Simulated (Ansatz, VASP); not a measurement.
## Cu4O in VASP and in Ansatz

```
CELL_PARAMETERS angstrom
4.36183 0.00000 0.00000
0.00000 4.36183 0.00000
0.00000 0.00000 4.36183
ATOMIC_POSITIONS crystal
Cu 0.50000 0.00000 0.00000
Cu 0.00000 0.50000 0.00000
Cu 0.00000 0.00000 0.50000
Cu 0.00000 0.00000 0.00000
O 0.50000 0.50000 0.50000
```

Alike in both runs: functional PBE; k mesh 8 × 8 × 8; occupations gaussian, width 0.01 eV; no spin polarisation.

Ansatz relaxed the structure, and its values are those at the end. VASP's run is a single point on that final structure, the one shown.

```csv
,VASP,Ansatz
version,VASP 6.6.1,Ansatz 0.2.0
potentials or method,"VASP PAW PBE potentials, release 64 (Cu, O), cutoff 520 eV","scalar-relativistic, plane waves, PAW"
valence electrons in the cell,50,82
```

```csv
,VASP,Ansatz,Ansatz less VASP
gap on the k mesh at the Fermi level (eV),0.10,0.10,+0.003
least direct gap on the mesh (eV),0.10,0.10,+0.003
pressure (GPa),0.2,0.0,-0.18
```

With one functional, cell and mesh, what is left measures potentials, basis and numerics. VASP's potentials hold 50 valence electrons a cell and Ansatz's 82, so a difference there can come from the potentials and not from the codes.
